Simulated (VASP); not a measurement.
# BN (P6_3/mmc) in VASP: settings compared, part 2 of 2

VASP 6.6.1. Earlier steps stand in the parts before.

### Step 3. Relaxation of cell and atoms, BLYP+D3(BJ)

This run uses another cell than the first one, of 8.97 Å³/atom, 0.943 times its volume.

INCAR

```
AGGAC = 1.0
AGGAX = 1.0
ALDAC = 0.0
ALDAX = 1.0
ALGO = Normal
EDIFF = 1E-7
EDIFFG = -0.01
ENCUT = 600
GGA = B5
IBRION = 2
ISIF = 3
ISMEAR = -1
IVDW = 12
LASPH = True
LCHARG = False
LREAL = False
LWAVE = False
NELM = 60
NSW = 60
PREC = Accurate
SIGMA = 0.05
VDW_A1 = 0.4298
VDW_A2 = 4.2359
VDW_S6 = 1.0
VDW_S8 = 2.6996
```

KPOINTS

```
k-points
0
Gamma
  12 12 4
```

POSCAR

```
BN
1.0
    2.4982400000      0.0000000000      0.0000000000
   -1.2491200000      2.1635393048      0.0000000000
    0.0000000000      0.0000000000      6.6357000000
N B
2 2
Direct
    0.6666666667      0.3333333333      0.2500000000
    0.3333333333      0.6666666667      0.7500000000
    0.6666666667      0.3333333333      0.7500000000
    0.3333333333      0.6666666667      0.2500000000
```

Potentials or basis: VASP PAW PBE potentials, release 64 (N, B).

On the command line:

```sh
cat potpaw_PBE.64/N/POTCAR potpaw_PBE.64/B/POTCAR > POTCAR
mpirun -np 1 vasp_std > vasp.out
```

OUTCAR:

```text
EDIFF = 1E-7
   EDIFFG = -0.01
   ENCUT = 600
   GGA = B5
   IBRION = 2
   ISIF = 3
   ISMEAR = -1
   IVDW = 12
   LASPH = True
   LREAL = False
   NELM = 60
   NSW = 60
   PREC = Accurate
 IVDW          = 12

 ion  position               nearest neighbor table
   1  0.667  0.333  0.250-   4 1.44   4 1.44   4 1.44
   2  0.333  0.667  0.750-   3 1.44   3 1.44   3 1.44
   3  0.667  0.333  0.750-   2 1.44   2 1.44   2 1.44
   4  0.333  0.667  0.250-   1 1.44   1 1.44   1 1.44

  LATTYP: Found a hexagonal cell.
 ALAT       =     2.4982400000
 C/A-ratio  =     2.6561499296

  Lattice vectors:

 A1 = (   2.4982400000,   0.0000000000,   0.0000000000)
 A2 = (  -1.2491200000,   2.1635393048,   0.0000000000)
 A3 = (   0.0000000000,   0.0000000000,   6.6357000000)

Analysis of symmetry for initial positions (statically):
=====================================================================
 Subroutine PRICEL returns:
 Original cell was already a primitive cell.

 Routine SETGRP: Setting up the symmetry group for a
 hexagonal supercell.

[... 434 lines left out ...]

 E-fermi :   4.0573     XC(G=0):  -9.8347

 val. band max:        3.0243175625   @ k =   0.3333   0.2500   0.0000
 cond. band min:       7.2886784625   @ k =   0.5000   0.0000   0.0000
 fundamental gap:      4.2643609000
 Fermi energy:         4.0572884924

 k-point     1 :       0.0000    0.0000    0.0000
  band No.  band energies     occupation
      1     -14.7750      2.00000
      2     -14.3741      2.00000
      3      -3.3610      2.00000
      4      -0.7887      2.00000
      5       1.5489      2.00000
      6       1.5489      2.00000
      7       1.6040      2.00000
      8       1.6040      2.00000
      9       8.6354      0.00000
     10      13.8146      0.00000
     11      14.5668      0.00000
     12      14.5668      0.00000
[... 331 lines left out ...]
 k-point    24 :       0.3333    0.0000    0.2500
  band No.  band energies     occupation
      1     -12.7598      2.00000
      2     -12.5553      2.00000
      3      -3.8909      2.00000
      4      -3.8065      2.00000
      5      -0.6555      2.00000
      6      -0.5925      2.00000
      7      -0.2841      2.00000
      8       1.1898      2.00000
      9       9.8220      0.00000
     10      10.5695      0.00000
     11      12.2604      0.00000
     12      13.3467      0.00000

 [... further k-points ...]

------------------------ aborting loop because EDIFF is reached ----------------------------------------

 Edisp (eV)   -1.14226

 E8    (eV) :    -0.6871
[... 27 lines left out ...]
  FREE ENERGIE OF THE ION-ELECTRON SYSTEM (eV)
  ---------------------------------------------------
  free  energy   TOTEN  =       -34.7367928060 eV

  energy  without entropy=      -34.7367928059  energy(sigma->0) =      -34.73679281

 reached required accuracy - stopping structural energy minimisation
```

OSZICAR:

```text
N       E                     dE             d eps       ncg     rms          rms(c)
DAV:   1     0.802881985273E+02    0.80288E+02   -0.91145E+03  1368   0.139E+03
DAV:   2    -0.323866283188E+02   -0.11267E+03   -0.10275E+03  2012   0.298E+02
DAV:   3    -0.377674661207E+02   -0.53808E+01   -0.53335E+01  1720   0.682E+01
[... 61 lines left out ...]
DAV:   3    -0.335947031501E+02    0.11870E-02   -0.25044E-03  1632   0.419E-01    0.643E-02
DAV:   4    -0.335945443131E+02    0.15884E-03   -0.37708E-04  1728   0.178E-01    0.222E-02
DAV:   5    -0.335945301143E+02    0.14199E-04   -0.67723E-05  1620   0.735E-02    0.103E-02
DAV:   6    -0.335945294104E+02    0.70397E-06   -0.38734E-06  1668   0.214E-02    0.201E-03
DAV:   7    -0.335945293873E+02    0.23085E-07   -0.13176E-07  1124   0.380E-03
   7 F= -.34736793E+02 E0= -.34736793E+02  d E =-.785964E-02
```

It took 2.8 min on 1 thread of AMD EPYC 7R43 (Zen 3), shared host; peak memory 0.15 GiB.

Results:

```yaml
Free_energy: -34.7368 eV
Relaxed_volume: 8.65 Å³/atom
Relaxed_cell: a = 2.505 Å, b = 2.505 Å, c = 6.367 Å, α = 90.00°, β = 90.00°, γ = 120.00°
Space_group_after_relaxing_to_0.05_Å: P6_3/mmc (No. 194)
Energy_gained_by_relaxing: 2.6 meV/atom
Ionic_steps: 7
Pressure_after_relaxing: -0.1 GPa
Band_gap_on_the_k_mesh: 4.26 eV, indirect (least direct gap 4.63 eV)
Dispersion_energy_per_atom: -0.286 eV
```

Step by step:
```
step  energy change (eV)  largest force (eV/Å)  pressure (GPa)  volume (Å³)
   1              0.0000                0.0000            1.49        35.87
   2              0.0036                0.0000           -4.36        36.30
   3             -0.0027                0.0000           -0.86        36.04
   4             -0.0042                0.0000           -0.78        35.87
   5             -0.0080                0.0000           -0.54        35.37
   6             -0.0103                0.0000            0.07        34.37
   7             -0.0105                0.0000           -0.09        34.60
```

Final structure:
```cif
data_structure
_symmetry_space_group_name_H-M 'P 1'
_symmetry_Int_Tables_number 1
_cell_length_a 2.5050
_cell_length_b 2.5050
_cell_length_c 6.3672
_cell_angle_alpha 90.000
_cell_angle_beta 90.000
_cell_angle_gamma 120.000
_cell_volume 34.60
loop_
_atom_site_label
_atom_site_type_symbol
_atom_site_fract_x
_atom_site_fract_y
_atom_site_fract_z
_atom_site_occupancy
N1 N 0.66667 0.33333 0.25000 1
N2 N 0.33333 0.66667 0.75000 1
B1 B 0.66667 0.33333 0.75000 1
B2 B 0.33333 0.66667 0.25000 1
```

Caveat: the PAW data sets were made with another functional, which shifts forces and pressure a little.

### Step 4. Single point, r2SCAN0

This run uses another cell than the first one, of 8.97 Å³/atom, 0.943 times its volume.

POSCAR is that of step 3.

INCAR.step1

```
PREC     = Accurate       # precision mode
ENCUT    = 520            # plane-wave cutoff, eV
EDIFF    = 1E-5           # SCF threshold, eV
ISMEAR   = -1             # smearing method
SIGMA    = 0.05           # smearing width, eV
LREAL    = False          # projectors in reciprocal space
LASPH    = True           # aspherical terms in the spheres
NELM     = 60             # most SCF steps
ALGO     = Normal         # electronic algorithm
ISIF     = 2              # what is computed and relaxed
LWAVE    = True           # write WAVECAR
LCHARG   = False          # write CHGCAR
NBANDS   = 16             # bands
GGA      = PE             # functional
```

INCAR.step2

```
PREC     = Accurate       # precision mode
ENCUT    = 520            # plane-wave cutoff, eV
EDIFF    = 1E-7           # SCF threshold, eV
ISMEAR   = -1             # smearing method
SIGMA    = 0.05           # smearing width, eV
LREAL    = False          # projectors in reciprocal space
LASPH    = True           # aspherical terms in the spheres
NELM     = 60             # most SCF steps
ALGO     = Normal         # electronic algorithm
ISIF     = 2              # what is computed and relaxed
LWAVE    = False          # write WAVECAR
LCHARG   = False          # write CHGCAR
METAGGA  = R2SCAN         # meta-GGA
LHFCALC  = True           # exact exchange
AEXX     = 0.25           # exact-exchange fraction
LMIXTAU  = True         
PRECFOCK = Normal       
NBANDS   = 16             # bands
ISTART   = 1
```

KPOINTS

```
Automatic mesh
0
Gamma
  6 6 2
```

On the command line:

```sh
cat potpaw_PBE.64/N/POTCAR potpaw_PBE.64/B/POTCAR > POTCAR
cp INCAR.step1 INCAR
mpirun -np 1 vasp_std > vasp.out
cp INCAR.step2 INCAR
mpirun -np 1 vasp_std > vasp.out
```

It took 4 min on 1 thread of Intel Xeon 6975P-C (Granite Rapids), shared host; peak memory 0.16 GiB.

It converged, with:

```
Free energy            : -45.2254 eV
Pressure               : -1.9 GPa
Band gap on the k mesh : 6.76 eV, indirect (least direct gap 7.24 eV)
```

Stress tensor (GPa, compression positive):
```
-3.12  0.00  0.00
 0.00 -3.12  0.00
 0.00  0.00  0.60
```

Levels at points of the mesh, in eV from the valence-band top:
```csv
k point,band 4,band 5,band 6,band 7,band 8,band 9,band 10,band 11,band 12,band 13
"(0.00, 0.00, 0.00)",-4.59,-1.55,-1.55,-1.51,-1.51,7.40,13.30,14.62,14.62,14.77
"(0.50, 0.00, 0.00)",-10.00,-4.71,-4.64,-1.56,-0.48,6.76,8.36,12.34,12.84,15.27
"(0.00, 0.00, 0.50)",-5.90,-1.53,-1.53,-1.53,-1.53,10.07,10.07,14.70,14.70,14.70
"(0.50, 0.00, 0.50)",-10.04,-4.67,-4.67,-1.00,-1.00,7.26,7.26,12.83,12.83,16.42
```

Caveat: the k points lie up to 0.48 Å⁻¹ apart; the PAW data sets were made with another functional, which shifts forces and pressure a little. A k mesh can miss the band edges.

### Step 5. Single point, HF

This run uses another cell than the first one, of 8.97 Å³/atom, 0.943 times its volume.

POSCAR is that of step 4.

INCAR.step1

```
SYSTEM = BN
ALGO     = Normal         ! electronic algorithm
EDIFF    = 1E-5           ! SCF threshold, eV
ENCUT    = 520            ! plane-wave cutoff, eV
GGA      = PE             ! functional
ISIF     = 2              ! what is computed and relaxed
ISMEAR   = -1             ! smearing method
LASPH    = .TRUE.         ! aspherical terms in the spheres
LCHARG   = .FALSE.        ! write CHGCAR
LREAL    = .FALSE.        ! projectors in reciprocal space
LWAVE    = .TRUE.         ! write WAVECAR
NBANDS   = 16             ! bands
NELM     = 60             ! most SCF steps
PREC     = Accurate       ! precision mode
SIGMA    = 0.05           ! smearing width, eV
```

INCAR.step2

```
SYSTEM = BN
AEXX     = 1.0            ! exact-exchange fraction
AGGAC    = 0.0          
ALDAC    = 0.0          
ALGO     = Normal         ! electronic algorithm
EDIFF    = 1E-6           ! SCF threshold, eV
ENCUT    = 520            ! plane-wave cutoff, eV
GGA      = PE             ! functional
ISIF     = 2              ! what is computed and relaxed
ISMEAR   = -1             ! smearing method
ISTART   = 1            
LASPH    = .TRUE.         ! aspherical terms in the spheres
LCHARG   = .FALSE.        ! write CHGCAR
LHFCALC  = .TRUE.         ! exact exchange
LREAL    = .FALSE.        ! projectors in reciprocal space
LWAVE    = .FALSE.        ! write WAVECAR
NBANDS   = 16             ! bands
NELM     = 60             ! most SCF steps
PREC     = Accurate       ! precision mode
PRECFOCK = Normal       
SIGMA    = 0.05           ! smearing width, eV
```

KPOINTS

```
k-points
0
G
  6 6 2
  0 0 0
```

On the command line:

```sh
cat potpaw_PBE.64/N/POTCAR potpaw_PBE.64/B/POTCAR > POTCAR
cp INCAR.step1 INCAR
mpirun -np 1 vasp_std > vasp.out
cp INCAR.step2 INCAR
mpirun -np 1 vasp_std > vasp.out
```

It took 3.9 min on 1 thread of Intel Xeon 6975P-C (Granite Rapids), shared host; peak memory 0.15 GiB.

The run converged. Its results:

```
Free energy            : -60.7401 eV
Pressure               : -0.6 GPa
Band gap on the k mesh : 13.27 eV, indirect (least direct gap 13.83 eV)
```

Stress tensor (GPa, compression positive):
```
-2.80  0.00  0.00
 0.00 -2.80  0.00
 0.00  0.00  3.87
```

Levels at points of the mesh, in eV from the valence-band top:
| k point | band 6 | band 7 | band 8 | band 9 | band 10 | band 11 |
| --- | --- | --- | --- | --- | --- | --- |
| (0.00, 0.00, 0.00) | -2.13 | -2.08 | -2.08 | 13.44 | 20.45 | 22.41 |
| (0.50, 0.00, 0.00) | -5.70 | -1.75 | -0.56 | 13.27 | 15.20 | 19.39 |
| (0.00, 0.00, 0.50) | -2.11 | -2.11 | -2.11 | 16.52 | 16.52 | 22.51 |
| (0.50, 0.00, 0.50) | -5.74 | -1.13 | -1.13 | 13.80 | 13.80 | 20.15 |

Caveat: the k points lie up to 0.48 Å⁻¹ apart; the PAW data sets were made with another functional, which shifts forces and pressure a little. A k mesh can miss the band edges.

### Step 6. The runs side by side

| task | level | cell | k mesh | cutoff (eV) | grid for exact exchange (PRECFOCK) | gap on the mesh (eV) | pressure (GPa) |
| --- | --- | --- | --- | --- | --- | --- | --- |
| single point | RPBE | a = 2.547, b = 2.547, c = 6.766 Å, angles 90.0, 90.0, 120.0°, 4 atoms | 12 × 12 × 4 | 520 | - | 4.32 | -4.6 |
| relaxation of cell and atoms | BLYP+D3(BJ) | relaxed from a = 2.498, b = 2.498, c = 6.636 Å, angles 90.0, 90.0, 120.0°, 4 atoms | 12 × 12 × 4 | 600 | - | 4.26 | -0.1 |
| single point | r2SCAN0 | a = 2.498, b = 2.498, c = 6.636 Å, angles 90.0, 90.0, 120.0°, 4 atoms | 6 × 6 × 2 | 520 | Normal | 6.76 | -1.9 |
| single point | HF | a = 2.498, b = 2.498, c = 6.636 Å, angles 90.0, 90.0, 120.0°, 4 atoms | 6 × 6 × 2 | 520 | Normal | 13.27 | -0.6 |

Alike in all rows: potentials or basis VASP PAW PBE potentials, release 64 (N, B); no spin polarisation; smearing fermi-dirac 0.05 eV.

Caveats: some runs use coarse meshes; the PAW data sets were made with another functional, which shifts forces and pressure a little; this functional lacks dispersion, which binds the layers, so the pressure and a relaxed spacing across them are unreliable (some runs).

Absolute energies hang on the potentials; compare differences alone.
